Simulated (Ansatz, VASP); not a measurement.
# Ti in VASP and in Ansatz

```xyz
1
Lattice="-1.6533 1.6533 1.6533 1.6533 -1.6533 1.6533 1.6533 1.6533 -1.6533" Properties=species:S:1:pos:R:3 pbc="T T T"
Ti    0.0000    0.0000    0.0000
```

Alike in both runs: task single point; functional PBE; k mesh 12 × 12 × 12; occupations gaussian, width 0.15 eV; no spin polarisation.

|  | VASP | Ansatz |
| --- | --- | --- |
| version | VASP 6.6.1 | Ansatz 0.2.0 |
| potentials or method | VASP PAW PBE potentials, release 64 (Ti_sv), cutoff 500 eV | PAW, plane waves, scalar-relativistic |
| valence electrons in the cell | 12 | 12 |

```tsv
	VASP	Ansatz	Ansatz less VASP
pressure (GPa)	-4.8	-4.6	+0.23
```
